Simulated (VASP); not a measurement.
# TePb (P-6m2) in VASP: further runs, part 2 of 2

VASP 6.6.1. The steps go on from the part before.

### Step 5. Single point, PBE (volume scaled by 0.945)

The input, INCAR:

```
PREC     = Accurate       # precision mode
ENCUT    = 520            # plane-wave cutoff, eV
EDIFF    = 1E-6           # SCF threshold, eV
ISMEAR   = 0              # smearing method
SIGMA    = 0.05           # smearing width, eV
LREAL    = False          # projectors in reciprocal space
LASPH    = True           # aspherical terms in the spheres
NELM     = 100            # most SCF steps
ALGO     = Normal         # electronic algorithm
ISIF     = 2              # what is computed and relaxed
LWAVE    = False          # write WAVECAR
LCHARG   = True           # write CHGCAR
GGA      = PE             # functional
LELF     = True           # ELF
LVHAR    = True         
NBANDS   = 17             # bands
```

The input, KPOINTS:

```
Automatic mesh
0
Gamma
  10 10 8
```

The input, POSCAR:

```
TePb
1.0
    4.3454339072      0.0000000000      0.0000000000
   -2.1727169536      3.7632561541      0.0000000000
    0.0000000000      0.0000000000      4.1627531963
Pb Te
1 1
Direct
    0.0000000000      0.0000000000      0.0000000000
    0.6666666667      0.3333333333      0.5000000000
```

Potentials or basis: VASP PAW PBE potentials, release 64 (Pb_d, Te).

Started as:

```bash
> cat potpaw_PBE.64/Pb_d/POTCAR potpaw_PBE.64/Te/POTCAR > POTCAR
> mpirun -np 1 vasp_std > vasp.out
```

OUTCAR:

```text
PREC = Accurate
   ENCUT = 520
   EDIFF = 1E-6
   ISMEAR = 0
   LREAL = False
   LASPH = True
   NELM = 100
   ISIF = 2
   GGA = PE

 ion  position               nearest neighbor table
   1  0.000  0.000  0.000-   2 3.26   2 3.26   2 3.26   2 3.26   2 3.26   2 3.26
   2  0.667  0.333  0.500-   1 3.26   1 3.26   1 3.26   1 3.26   1 3.26   1 3.26

  LATTYP: Found a hexagonal cell.
 ALAT       =     4.3454339072
 C/A-ratio  =     0.9579603062

  Lattice vectors:

 A1 = (   4.3454339072,   0.0000000000,   0.0000000000)
 A2 = (  -2.1727169536,   3.7632561541,   0.0000000000)
 A3 = (   0.0000000000,   0.0000000000,   4.1627531963)

Analysis of symmetry for initial positions (statically):
=====================================================================
 Subroutine PRICEL returns:
 Original cell was already a primitive cell.

 Routine SETGRP: Setting up the symmetry group for a
 hexagonal supercell.

 Subroutine GETGRP returns: Found 12 space group operations
 (whereof 12 operations were pure point group operations)
 out of a pool of 24 trial point group operations.

The static configuration has the point symmetry D_3h.
[... 158 lines left out ...]

  energy without entropy =       -7.26301957  energy(sigma->0) =       -7.26373215

 E-fermi :   5.6026     XC(G=0):  -9.2540

 val. band max:        5.5858944546   @ k =   0.3000   0.2000   0.5000
 cond. band min:       5.6142467260   @ k =   0.1000   0.1000   0.2500
 fundamental gap:      0.0283522714
 Fermi energy:         5.6026341095

 k-point     1 :       0.0000    0.0000    0.0000
  band No.  band energies     occupation
      1     -11.2377      2.00000
      2     -11.2377      2.00000
      3     -11.2213      2.00000
      4     -11.1816      2.00000
      5     -11.1816      2.00000
      6      -6.4255      2.00000
[... 457 lines left out ...]
      4     -11.1937      2.00000
      5     -11.1895      2.00000
      6      -5.0636      2.00000
[... 9 lines left out ...]
     16      14.6948      0.00000
     17      15.7709      0.00000

 [... further k-points ...]

------------------------ aborting loop because EDIFF is reached ----------------------------------------

  FORCE on cell =-STRESS in cart. coord.  units (eV):
  Direction    XX          YY          ZZ          XY          YZ          ZX
  --------------------------------------------------------------------------------------
  -------------------------------------------------------------------------------------
  Total        0.8290100      0.8290100      0.8524472      0.0000000      0.0000000      0.0000000
  in kB       19.5115950     19.5115950     20.0632119      0.0000000      0.0000000      0.0000000
  external PRESSURE =      19.6954673 kB  Pullay stress =       0.0000000 kB

 VOLUME and BASIS-vectors are now :
 -----------------------------------------------------------------------------
  energy-cutoff  :      520.00
  volume of cell :       68.07
      direct lattice vectors                 reciprocal lattice vectors
     4.345433907  0.000000000  0.000000000     0.230126616  0.132863664  0.000000000
    -2.172716954  3.763256154  0.000000000     0.000000000  0.265727327  0.000000000
     0.000000000  0.000000000  4.162753196     0.000000000  0.000000000  0.240225628

 POSITION                                       TOTAL-FORCE (eV/Angst)
 -----------------------------------------------------------------------------------
      0.00000      0.00000      0.00000        -0.000000     -0.000000      0.000000
      2.17272      1.25442      2.08138         0.000000      0.000000      0.000000
 -----------------------------------------------------------------------------------
    total drift:                               -0.000000      0.000000      0.000000

  FREE ENERGIE OF THE ION-ELECTRON SYSTEM (eV)
  ---------------------------------------------------
  free  energy   TOTEN  =        -7.2644447297 eV

  energy  without entropy=       -7.2630195722  energy(sigma->0) =       -7.26373215
```

OSZICAR:

```text
N       E                     dE             d eps       ncg     rms          rms(c)
DAV:   1     0.150818902775E+03    0.15082E+03   -0.90637E+03  2388   0.113E+03
DAV:   2     0.305888412335E+01   -0.14776E+03   -0.14340E+03  2516   0.290E+02
DAV:   3    -0.715779452907E+01   -0.10217E+02   -0.10111E+02  3088   0.834E+01
DAV:   4    -0.742938304174E+01   -0.27159E+00   -0.27144E+00  3099   0.152E+01
DAV:   5    -0.743786469008E+01   -0.84816E-02   -0.84811E-02  3406   0.234E+00    0.360E+00
DAV:   6    -0.726971369377E+01    0.16815E+00   -0.37106E-01  3421   0.401E+00    0.225E+00
DAV:   7    -0.726390582807E+01    0.58079E-02   -0.93174E-02  3112   0.139E+00    0.101E+00
DAV:   8    -0.726532737457E+01   -0.14215E-02   -0.19998E-02  3015   0.115E+00    0.169E-01
DAV:   9    -0.726447896379E+01    0.84841E-03   -0.74041E-03  3545   0.608E-01    0.625E-02
DAV:  10    -0.726440762393E+01    0.71340E-04   -0.82681E-04  3130   0.194E-01    0.415E-02
DAV:  11    -0.726444898641E+01   -0.41362E-04   -0.10923E-04  2783   0.537E-02    0.207E-02
DAV:  12    -0.726444507078E+01    0.39156E-05   -0.10699E-05  2947   0.158E-02    0.132E-02
DAV:  13    -0.726444472972E+01    0.34106E-06   -0.39243E-06  2684   0.767E-03
   1 F= -.72644447E+01 E0= -.72637322E+01  d E =-.142516E-02
```

Run time: 35 s. Hardware: 1 thread of AMD EPYC 9R45 (Zen 5), shared host; peak memory 0.2 GiB.

Results:

- Free energy: -7.2644 eV
- Pressure: 2.0 GPa
- Band gap on the k mesh: zero (band 10 reaches 5.84 eV, above the bottom of band 11 at 5.06 eV)

Levels at points of the mesh, in eV from the Fermi level:
| k point | band 7 | band 8 | band 9 | band 10 | band 11 | band 12 | band 13 | band 14 |
| --- | --- | --- | --- | --- | --- | --- | --- | --- |
| (0.00, 0.00, 0.00) | -6.02 | -2.02 | -1.03 | -1.03 | 2.85 | 2.85 | 4.19 | 5.93 |
| (0.50, 0.00, 0.00) | -8.30 | -2.26 | -1.72 | -0.63 | 1.95 | 2.61 | 4.41 | 4.96 |
| (0.00, 0.00, 0.50) | -8.95 | -0.19 | -0.19 | 0.24 | 1.34 | 2.67 | 2.67 | 7.09 |
| (0.50, 0.00, 0.50) | -7.75 | -3.87 | -3.84 | -0.77 | 1.37 | 2.62 | 2.65 | 8.96 |

Caveat: spin-orbit coupling is left out, which moves the levels of the heavy elements.

### Step 6. Single point, PBE (volume scaled by 0.960)

The input, INCAR:

```
ALGO     = Normal         # electronic algorithm
EDIFF    = 1E-7           # SCF threshold, eV
ENCUT    = 520            # plane-wave cutoff, eV
GGA      = PE             # functional
ISIF     = 2              # what is computed and relaxed
ISMEAR   = 0              # smearing method
LASPH    = True           # aspherical terms in the spheres
LCHARG   = False          # write CHGCAR
LREAL    = False          # projectors in reciprocal space
LWAVE    = False          # write WAVECAR
NBANDS   = 17             # bands
NELM     = 60             # most SCF steps
PREC     = Accurate       # precision mode
SIGMA    = 0.05           # smearing width, eV
```

The input, KPOINTS:

```
k-points
0
Gamma
  10 10 8
```

The input, POSCAR:

```
TePb
1.0
    4.3781164854      0.0000000000      0.0000000000
   -2.1890582427      3.7915600971      0.0000000000
    0.0000000000      0.0000000000      4.1659280064
Pb Te
1 1
Direct
    0.0000000000      0.0000000000      0.0000000000
    0.6666666667      0.3333333333      0.5000000000
```

Potentials or basis: VASP PAW PBE potentials, release 64 (Pb_d, Te).

Started as:

```bash
> cat potpaw_PBE.64/Pb_d/POTCAR potpaw_PBE.64/Te/POTCAR > POTCAR
> mpirun -np 1 vasp_std > vasp.out
```

Run time: 45 s. Hardware: 1 thread of AMD EPYC 9R45 (Zen 5), shared host; peak memory 0.21 GiB.

The run converged. Its results:

| Property | Result |
| --- | --- |
| Free energy | -7.2761 eV |
| Pressure | 1.4 GPa |
| Band gap on the k mesh | zero (band 10 reaches 5.61 eV, above the bottom of band 11 at 4.95 eV) |

Levels at points of the mesh, in eV from the Fermi level:
```
           k point  band 7  band 8  band 9  band 10  band 11  band 12  band 13  band 14
(0.00, 0.00, 0.00)   -6.06   -1.92   -1.03    -1.03     2.81     2.81     4.22     5.89
(0.50, 0.00, 0.00)   -8.27   -2.23   -1.70    -0.57     1.97     2.64     4.45     4.90
(0.00, 0.00, 0.50)   -8.88   -0.20   -0.20     0.17     1.28     2.62     2.62     7.06
(0.50, 0.00, 0.50)   -7.73   -3.79   -3.77    -0.75     1.36     2.61     2.63     8.84
```

Caveat: spin-orbit coupling is left out, which moves the levels of the heavy elements.

### Step 7. Summary

```csv
task,cell,cutoff (eV),gap on the mesh (eV),pressure (GPa)
relaxation of shape and atoms at fixed volume,"relaxed from a = 4.355, b = 4.355, c = 4.144 Å, angles 90.0, 90.0, 120.0°, 2 atoms",600,none,2.0
relaxation of shape and atoms at fixed volume,"relaxed from a = 4.388, b = 4.388, c = 4.147 Å, angles 90.0, 90.0, 120.0°, 2 atoms",600,none,1.4
relaxation of shape and atoms at fixed volume,"relaxed from a = 4.426, b = 4.426, c = 4.161 Å, angles 90.0, 90.0, 120.0°, 2 atoms",600,none,0.7
single point,"a = 4.345, b = 4.345, c = 4.163 Å, angles 90.0, 90.0, 120.0°, 2 atoms",520,none,2.0
single point,"a = 4.378, b = 4.378, c = 4.166 Å, angles 90.0, 90.0, 120.0°, 2 atoms",520,none,1.4
```

Alike in all rows: level PBE; potentials or basis VASP PAW PBE potentials, release 64 (Pb_d, Te); no spin polarisation; k mesh 10 × 10 × 8; smearing gaussian 0.05 eV.

Caveats: spin-orbit coupling is left out, which moves the levels of the heavy elements.

Absolute energies hang on the potentials; compare differences alone.
